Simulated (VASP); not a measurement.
**AlPt: single point with r2SCAN**

Crystal: AlPt.

```
CELL_PARAMETERS angstrom
3.09155 0.00000 0.00000
0.00000 3.09155 0.00000
0.00000 0.00000 3.09155
ATOMIC_POSITIONS crystal
Al 0.00000 0.00000 0.00000
Pt 0.50000 0.50000 0.50000
```

```
Program             : VASP 6.6.1
Task                : single point
Functional          : r2SCAN
Potentials or basis : VASP PAW PBE potentials, release 64 (Al, Pt)
Cutoff              : 520 eV
k mesh              : 11 × 11 × 11
Occupations         : fermi-dirac, width 0.05 eV
Spin                : collinear spin
Starting moments    : [0.0, 1.4] μB
Fixed moment        : 1.4 μB
```

```
Pressure                                              : 1.8 GPa
Net moment                                            : 1.40 μB per cell
Site moments                                          : Al +0.13; Pt +0.95 μB
Valence electrons inside the program's atomic spheres : Al 0.74; Pt 9.40
```

It took 2.5 min on 1 thread of Intel Xeon 8259CL (shared host), peak memory 0.19 GiB.

Caveat: the PAW data sets were made with another functional, which shifts forces and pressure a little; the total moment is fixed, so each spin has its own Fermi level and the state may be an excited one.
